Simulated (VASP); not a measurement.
# P: single point with PBE

The system is P.

```
P
1.0
     2.44632    0.00000    0.00000
     0.00000    2.44632    0.00000
     0.00000    0.00000    2.44632
P
1
Direct
  0.00000 0.00000 0.00000
```

This isn't the form of P at room conditions, which is orthorhombic.

```json
{
 "Program": "VASP 6.6.1",
 "Task": "single point",
 "Functional": "PBE",
 "Potentials or basis": "VASP PAW PBE potentials, release 64 (P)",
 "Cutoff": "520 eV",
 "k mesh": "8 × 8 × 8",
 "Occupations": "gaussian, width 0.1 eV",
 "Spin": "no spin polarisation"
}
```

The pressure is -0.6 GPa and the band gap on the k mesh is zero (an odd number of electrons rules out a gap without spin polarisation).

Levels at points of the mesh, in eV from the Fermi level:
```
           k point  band 1  band 2  band 3  band 4  band 5  band 6  band 7
(0.00, 0.00, 0.00)  -16.34    5.09    5.09    5.09    6.91    6.91   14.31
(0.50, 0.00, 0.00)  -12.05   -8.51    7.88    7.88    9.46   14.45   14.45
(0.50, 0.50, 0.00)   -7.40   -5.14   -5.14    1.13   10.47   16.96   16.96
(0.50, 0.50, 0.50)   -2.08   -2.08   -2.08   -1.62    4.81    4.81    4.81
```

It took 3.5 s on 1 thread of Intel Xeon 8259CL (shared host), peak memory 0.11 GiB.
